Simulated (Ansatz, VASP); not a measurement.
One calculation of Pb, two programs

```
CELL_PARAMETERS angstrom
3.48000 0.00000 0.00000
-1.74000 3.01377 0.00000
0.00000 0.00000 23.38500
ATOMIC_POSITIONS crystal
Pb 0.66667 0.33333 0.32072
Pb 0.33333 0.66667 0.44024
Pb 0.66667 0.33333 0.55976
Pb 0.33333 0.66667 0.67928
```

Alike in both runs: functional PBE; k mesh 9 × 9 × 1; occupations fermi-dirac, width 0.05 eV; no spin polarisation.

|  | VASP | Ansatz |
| --- | --- | --- |
| version | VASP 6.6.1 | Ansatz 0.2.0 |
| potentials or method | VASP PAW PBE potentials, release 64 (Pb_d), cutoff 520 eV | all-electron LAPW, scalar-relativistic |
| task | single point | projected density of states |

|  | VASP | Ansatz | Ansatz less VASP |
| --- | --- | --- | --- |
| gap on the k mesh at the Fermi level (eV) | none | none | - |
| rms of the force components (eV/Å) | 0.167 | 0.167 | +0.0004 |

Atom by atom the forces differ by 0.000 eV/Å (rms over components). A gap of «none» marks a metal or a gap that the smearing closes. Ansatz ran all-electron here, and VASP with PAW potentials.

Neither program's run includes spin-orbit coupling.
